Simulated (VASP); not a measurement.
# HfC in VASP: a series of runs

HfC is run at these levels: PBE+U, PBE+D3(BJ)+U, RPBE+D4; tasks: single point, electric field gradients.

Everything below comes from runs of VASP 6.6.1. Logs are shortened: lines on timing, memory, paths and dates and some standing lists are left out, and cuts for length are marked.

### 1 The cell of the first run

It takes space group Fm-3m (No. 225, cubic). The conventional cell has a = 4.650 Å, b = 4.650 Å, c = 4.650 Å, α = 90.00°, β = 90.00°, γ = 90.00°. Within 3.1 Å of Hf (site symmetry m-3m) lie 6 C at 2.33 Å. Within 3.1 Å of C (site symmetry m-3m) lie 6 Hf at 2.33 Å.

### 2 Single point, PBE+U, non-collinear spin, zero start, spin-orbit coupling

Input file INCAR:

```
ALGO = Normal ; EDIFF = 1E-6
ENCUT = 520 ; GGA = PE
GGA_COMPAT = F ; ISIF = 2
ISMEAR = 1 ; LASPH = T
LCHARG = T ; LDAU = T
LDAUJ = 0 0 ; LDAUL = 2 -1
LDAUPRINT = 1 ; LDAUTYPE = 2
LDAUU = 6 0 ; LMAXMIX = 4
LORBIT = 11 ; LORBMOM = T
LREAL = F ; LSORBIT = T
LVHAR = T ; LWAVE = F
MAGMOM = 0 0 0 0 0 0 ; NBANDS = 26
NELM = 150 ; PREC = Accurate
SIGMA = 0.15
```

Input file KPOINTS:

```
k-points
0
Gamma
  10 10 10
```

Input file POSCAR:

```
HfC
1.0
    0.0000000000      2.3250000000      2.3250000000
    2.3250000000      0.0000000000      2.3250000000
    2.3250000000      2.3250000000      0.0000000000
Hf C
1 1
Direct
    0.5000000000      0.5000000000      0.5000000000
    0.0000000000      0.0000000000      0.0000000000
```

Potentials or basis: VASP PAW PBE potentials, release 64 (Hf_pv, C).

Run with:

```console
> cat potpaw_PBE.64/Hf_pv/POTCAR potpaw_PBE.64/C/POTCAR > POTCAR
> mpirun -np 1 vasp_ncl > vasp.out
```

OUTCAR:

```text
EDIFF = 1E-6
   ENCUT = 520
   GGA = PE
   ISIF = 2
   ISMEAR = 1
   LASPH = T
   LORBIT = 11
   LREAL = F
   LSORBIT = T
   NELM = 150
   PREC = Accurate

 ion  position               nearest neighbor table
   1  0.500  0.500  0.500-   2 2.33   2 2.33   2 2.33   2 2.33   2 2.33   2 2.33
   2  0.000  0.000  0.000-   1 2.33   1 2.33   1 2.33   1 2.33   1 2.33   1 2.33

  LATTYP: Found a face centered cubic cell.
 ALAT       =     4.6500000000

  Lattice vectors:

 A1 = (   0.0000000000,   2.3250000000,   2.3250000000)
 A2 = (   2.3250000000,   0.0000000000,   2.3250000000)
 A3 = (   2.3250000000,   2.3250000000,   0.0000000000)

Analysis of symmetry for initial positions (statically):
=====================================================================
 Subroutine PRICEL returns:
 Original cell was already a primitive cell.

 Routine SETGRP: Setting up the symmetry group for a
 face centered cubic supercell.

 Subroutine GETGRP returns: Found 48 space group operations
 (whereof 48 operations were pure point group operations)
 out of a pool of 48 trial point group operations.

The static configuration has the point symmetry O_h .

Analysis of symmetry for dynamics (positions and initial velocities):
=====================================================================
 Subroutine PRICEL returns:
 Original cell was already a primitive cell.

 Routine SETGRP: Setting up the symmetry group for a
 face centered cubic supercell.

 Subroutine GETGRP returns: Found 48 space group operations
 (whereof 48 operations were pure point group operations)
 out of a pool of 48 trial point group operations.

The dynamic configuration has the point symmetry O_h .

Analysis of structural, dynamic, and magnetic symmetry:
=====================================================================
 Subroutine PRICEL returns:
 Original cell was already a primitive cell.

 Routine SETGRP: Setting up the symmetry group for a
 face centered cubic supercell.

 Subroutine GETGRP returns: Found 48 space group operations
 (whereof 48 operations were pure point group operations)
 out of a pool of 48 trial point group operations.

The overall configuration has the point symmetry O_h .

 Subroutine INISYM returns: Found 48 space group operations
 (whereof 48 operations are pure point group operations),
 and found     1 'primitive' translations

----------------------------------------------------------------------------------------

                                     Primitive cell

  volume of cell :      25.1362

  direct lattice vectors                    reciprocal lattice vectors
     0.000000000  2.325000000  2.325000000    -0.215053763  0.215053763  0.215053763
     2.325000000  0.000000000  2.325000000     0.215053763 -0.215053763  0.215053763
     2.325000000  2.325000000  0.000000000     0.215053763  0.215053763 -0.215053763

  length of vectors
     3.288046533  3.288046533  3.288046533     0.372484045  0.372484045  0.372484045

  position of ions in fractional coordinates (direct lattice)
     0.500000000  0.500000000  0.500000000
     0.000000000  0.000000000  0.000000000

  ion indices of the primitive-cell ions
   primitive index   ion index
                 1           1
                 2           2

----------------------------------------------------------------------------------------

 KPOINTS: k-points

Automatic generation of k-mesh.
 Grid dimensions read from file:
 generate k-points for:   10   10   10

 Generating k-lattice:

  Cartesian coordinates                     Fractional coordinates (reciprocal lattice)
    -0.021505376  0.021505376  0.021505376     0.100000000  0.000000000  0.000000000
[... 150 lines left out ...]
  o =  0.2226  v = -0.0000  0.0046  0.5158 -0.0137 -0.0000 -0.0056 -0.0472  0.2334  0.0302 -0.0020      0.0000  0.0136  0.8059  0.0103 -0.0000 -0.0001  0.0302 -0.1274  0.0472  0.0832
  o =  0.2226  v =  0.0000  0.0295 -0.1243  0.0499  0.0000  0.0010 -0.0141 -0.8200 -0.0073  0.0549      0.0000 -0.0462  0.2406  0.0285 -0.0000  0.0037 -0.0073 -0.4942  0.0141 -0.0148

 number of electron      14.0000000 magnetization       0.0000000      0.0000000     -0.0000000

 Free energy of the ion-electron system (eV)
  ---------------------------------------------------
  ext. energy  EPLUGINS =         0.00000000
  ---------------------------------------------------
  free energy    TOTEN  =       -17.80663390 eV

  energy without entropy =      -17.80669650  energy(sigma->0) =      -17.80665477

 E-fermi :   6.7699     XC(G=0): -12.2864

 val. band max:        6.6911607750   @ k =   0.1000   0.0000   0.0000
 cond. band min:       6.7909454464   @ k =   0.1000   0.1000   0.0000
 fundamental gap:      0.0997846714
 Fermi energy:         6.7698990657

 k-point     1 :       0.0000    0.0000    0.0000
  band No.  band energies     occupation
      1     -29.0142      1.00000
      2     -29.0142      1.00000
      3     -21.9277      1.00000
      4     -21.9277      1.00000
      5     -21.9277      1.00000
      6     -21.9277      1.00000
[... 685 lines left out ...]
     25      17.8929      0.00000
     26      17.8929      0.00000

 [... further k-points ...]
[... 5 lines left out ...]
  --------------------------------------------------------------------------------------
  -------------------------------------------------------------------------------------
  Total        3.3616435      3.3616435      3.3616435      0.0000000     -0.0000000     -0.0000000
  in kB      214.2709873    214.2709873    214.2709873      0.0000000     -0.0000000     -0.0000000
  external PRESSURE =     214.2709873 kB  Pullay stress =       0.0000000 kB

 VOLUME and BASIS-vectors are now :
 -----------------------------------------------------------------------------
  energy-cutoff  :      520.00
  volume of cell :       25.14
      direct lattice vectors                 reciprocal lattice vectors
     0.000000000  2.325000000  2.325000000    -0.215053763  0.215053763  0.215053763
     2.325000000  0.000000000  2.325000000     0.215053763 -0.215053763  0.215053763
     2.325000000  2.325000000  0.000000000     0.215053763  0.215053763 -0.215053763

 POSITION                                       TOTAL-FORCE (eV/Angst)
 -----------------------------------------------------------------------------------
      2.32500      2.32500      2.32500        -0.000000     -0.000000     -0.000000
      0.00000      0.00000      0.00000         0.000000      0.000000      0.000000
 -----------------------------------------------------------------------------------
    total drift:                               -0.000000     -0.000000     -0.000000

  FREE ENERGIE OF THE ION-ELECTRON SYSTEM (eV)
  ---------------------------------------------------
  free  energy   TOTEN  =       -17.8066339027 eV

  energy  without entropy=      -17.8066964995  energy(sigma->0) =      -17.80665477

 orbital moment (x)

 # of ion     p       d       tot
 ----------------------------------------
  1         0.000   0.000   0.000
  2         0.000   0.000   0.000
 ----------------------------------------
            0.000   0.000   0.000

 orbital moment (y)

 # of ion     p       d       tot
 ----------------------------------------
  1         0.000  -0.000  -0.000
  2         0.000   0.000   0.000
 ----------------------------------------
            0.000  -0.000  -0.000

 orbital moment (z)

 # of ion     p       d       tot
 ----------------------------------------
  1         0.000   0.000   0.000
  2         0.000   0.000   0.000
 ----------------------------------------
            0.000   0.000   0.000

 Spin-Orbit-Coupling matrix elements

 Ion:    1  E_soc:     -1.2716342
 l=   1
     0.0000000    -0.2061902    -0.2061902
    -0.2061902     0.0000000    -0.2061902
    -0.2061902    -0.2061902     0.0000000
 l=   2
     0.0000000    -0.0009190     0.0000000    -0.0009190    -0.0048298
    -0.0009190     0.0000000    -0.0036224    -0.0009190    -0.0012075
     0.0000000    -0.0036224     0.0000000    -0.0036224     0.0000000
    -0.0009190    -0.0009190    -0.0036224     0.0000000    -0.0012075
    -0.0048298    -0.0012075     0.0000000    -0.0012075     0.0000000
 l=   3
     0.0000000     0.0000000     0.0000000     0.0000000     0.0000000     0.0000000     0.0000000
     0.0000000     0.0000000     0.0000000     0.0000000     0.0000000     0.0000000     0.0000000
     0.0000000     0.0000000     0.0000000     0.0000000     0.0000000     0.0000000     0.0000000
     0.0000000     0.0000000     0.0000000     0.0000000     0.0000000     0.0000000     0.0000000
     0.0000000     0.0000000     0.0000000     0.0000000     0.0000000     0.0000000     0.0000000
     0.0000000     0.0000000     0.0000000     0.0000000     0.0000000     0.0000000     0.0000000
     0.0000000     0.0000000     0.0000000     0.0000000     0.0000000     0.0000000     0.0000000

 Ion:    2  E_soc:     -0.0002789
 l=   1
     0.0000000    -0.0000465    -0.0000465
    -0.0000465     0.0000000    -0.0000465
    -0.0000465    -0.0000465     0.0000000
 l=   2
     0.0000000     0.0000000     0.0000000     0.0000000     0.0000000
     0.0000000     0.0000000     0.0000000     0.0000000     0.0000000
     0.0000000     0.0000000     0.0000000     0.0000000     0.0000000
     0.0000000     0.0000000     0.0000000     0.0000000     0.0000000
     0.0000000     0.0000000     0.0000000     0.0000000     0.0000000
 l=   3
     0.0000000     0.0000000     0.0000000     0.0000000     0.0000000     0.0000000     0.0000000
     0.0000000     0.0000000     0.0000000     0.0000000     0.0000000     0.0000000     0.0000000
     0.0000000     0.0000000     0.0000000     0.0000000     0.0000000     0.0000000     0.0000000
     0.0000000     0.0000000     0.0000000     0.0000000     0.0000000     0.0000000     0.0000000
     0.0000000     0.0000000     0.0000000     0.0000000     0.0000000     0.0000000     0.0000000
     0.0000000     0.0000000     0.0000000     0.0000000     0.0000000     0.0000000     0.0000000
     0.0000000     0.0000000     0.0000000     0.0000000     0.0000000     0.0000000     0.0000000

 total charge

# of ion       s       p       d       tot
------------------------------------------
    1        0.342   6.754   1.422   8.518
    2        0.867   1.577   0.000   2.444
--------------------------------------------------
tot          1.209   8.331   1.422  10.962

 magnetization (x)

# of ion       s       p       d       tot
------------------------------------------
    1        0.000   0.000   0.000   0.000
    2       -0.000  -0.000   0.000  -0.000
--------------------------------------------------
tot         -0.000  -0.000   0.000  -0.000

 magnetization (y)

# of ion       s       p       d       tot
------------------------------------------
    1        0.000   0.000  -0.000  -0.000
    2        0.000  -0.000   0.000   0.000
--------------------------------------------------
tot          0.000  -0.000  -0.000   0.000

 magnetization (z)

# of ion       s       p       d       tot
------------------------------------------
    1        0.000   0.000   0.000   0.000
    2       -0.000   0.000   0.000  -0.000
--------------------------------------------------
tot         -0.000   0.000   0.000  -0.000
```

Run time: 48 s. Hardware: 1 thread of Intel Xeon Platinum 8259CL at 2.50GHz (Skylake/Cascade Lake), shared host; peak memory 0.22 GiB.

What came out:

| Property | Result |
| --- | --- |
| Free energy | -17.8066 eV |
| Pressure | 21.4 GPa |
| Net moment | 0.00 μB per cell |
| Valence electrons inside the program's atomic spheres | Hf 8.52; C 2.44 |

Moments on the atoms (μB; x, y, z):
```
Hf  0.00 0.00 0.00
C   0.00 0.00 0.00
```

Caveat: the U is typed as a test and isn't derived for this compound.

### 3 Single point, PBE+D3(BJ)+U, non-collinear spin, zero start, spin-orbit coupling

Input file INCAR:

```
SYSTEM = HfC
ALGO = Normal
EDIFF = 1E-6
ENCUT = 520
GGA = PE
GGA_COMPAT = .False.
ISIF = 2
ISMEAR = 0
IVDW = 12
LASPH = .True.
LCHARG = .False.
LDAU = .True.
LDAUJ = 0 0
LDAUL = 2 -1
LDAUPRINT = 1
LDAUTYPE = 2
LDAUU = 2 0
LMAXMIX = 4
LNONCOLLINEAR = .True.
LORBIT = 11
LORBMOM = .True.
LREAL = .False.
LSORBIT = .True.
LWAVE = .False.
MAGMOM = 0 0 0 0 0 0
NBANDS = 26
NELM = 150
PREC = Accurate
SIGMA = 0.01
```

Input file KPOINTS:

```
k-points
0
Gamma
  10 10 10
  0 0 0
```

POSCAR is that of step 2.

Potentials or basis: VASP PAW PBE potentials, release 64 (Hf_pv, C).

Run with:

```console
> cat potpaw_PBE.64/Hf_pv/POTCAR potpaw_PBE.64/C/POTCAR > POTCAR
> mpirun -np 1 vasp_ncl > vasp.out
```

It took 43 s on 1 thread of Intel Xeon Platinum 8259CL at 2.50GHz (Skylake/Cascade Lake), shared host; peak memory 0.23 GiB.

It converged, with:

- Free energy: -21.0572 eV
- Pressure: 1.8 GPa
- Net moment: 0.00 μB per cell
- Valence electrons inside the program's atomic spheres: Hf 8.60; C 2.40
- Dispersion energy per atom: -0.358 eV

Moments on the atoms (μB; x, y, z):
```
Hf  0.00 0.00 0.00
C   0.00 0.00 0.00
```

Caveat: the U is typed as a test and isn't derived for this compound.

(Part 1 of 2 ends here.)
